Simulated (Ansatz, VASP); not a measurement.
## MgRuO: VASP beside Ansatz

```xyz
3
Lattice="3.0806 0.0000 0.0000 0.0000 3.0806 0.0000 0.0000 0.0000 4.0603" Properties=species:S:1:pos:R:3 pbc="T T T"
Mg    1.5403    1.5403    2.0302
Ru    0.0000    0.0000    0.0000
O     1.5403    1.5403    0.0000
```

Alike in both runs: functional PBE; k mesh 6 × 6 × 4; occupations gaussian, width 0.1 eV; collinear spin.

Ansatz relaxed the structure, and its values are those at the end. VASP's run is a single point on that final structure, the one shown.

|  | VASP | Ansatz |
| --- | --- | --- |
| version | VASP 6.6.1 | Ansatz 0.2.0 |
| potentials or method | VASP PAW PBE potentials, release 64 (Mg, Ru_pv, O), cutoff 520 eV | scalar-relativistic, plane waves, PAW |
| valence electrons in the cell | 22 | 32 |

|  | VASP | Ansatz | Ansatz less VASP |
| --- | --- | --- | --- |
| gap on the k mesh at the Fermi level (eV) | none | none | - |
| pressure (GPa) | -0.2 | 0.0 | +0.21 |
| net moment per atom (μB) | 0.14 | 0.14 | -0.002 |
| size of the moment on the site where the two differ most (μB) | 0.42 | 0.34 | -0.082 |

Site moments also hang on the region over which each program counts them. A gap of «none» marks a metal or a gap that the smearing closes. The functional is the same, so the differences come from potentials, cutoffs and numerics. VASP's potentials hold 22 valence electrons a cell and Ansatz's 32, so a difference there can come from the potentials and not from the codes.

The k mesh is coarse, so the values compare programs but aren't converged.
